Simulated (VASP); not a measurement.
Crystal: YGa3N4.

```
Ga Y N
1.0
     3.31553    0.00000    0.00000
    -1.65777    2.87133    0.00000
     0.00000    0.00000   10.87767
Ga Y N
3 1 4
Direct
  0.33333 0.66667 0.01753
  0.33333 0.66667 0.48373
  0.66667 0.33333 0.25039
  0.66667 0.33333 0.74786
  0.33333 0.66667 0.19737
  0.33333 0.66667 0.66113
  0.66667 0.33333 0.43056
  0.66667 0.33333 0.96143
```

Base run:

| Item | Value |
| --- | --- |
| Program | VASP 6.6.1 |
| Functional | r2SCAN |
| Potentials or basis | VASP PAW PBE potentials, release 64 (Ga_d, Y_sv, N) |
| Cutoff | 520 eV |
| k mesh | 12 × 12 × 2 |
| Occupations | gaussian, width 0.01 eV |
| Spin | no spin polarisation |

Its results: band gap on the k mesh 1.96 eV (least direct gap 1.99 eV); pressure 0.6 GPa; largest force 0.050 eV/Å.

Task: The run is repeated on the same cell with these changes: functional from r2SCAN to PBE; occupations from gaussian, width 0.01 eV to fermi-dirac, width 0.02 eV. What comes out?

Result: Band gap on the k mesh 1.60 eV (least direct gap 1.62 eV); pressure 4.4 GPa; largest force 0.193 eV/Å.

Caveats: the PAW data sets were made with another functional, which shifts forces and pressure a little (at least some runs); the cell stands under pressure (at least some runs).

A k mesh can miss the band edges.
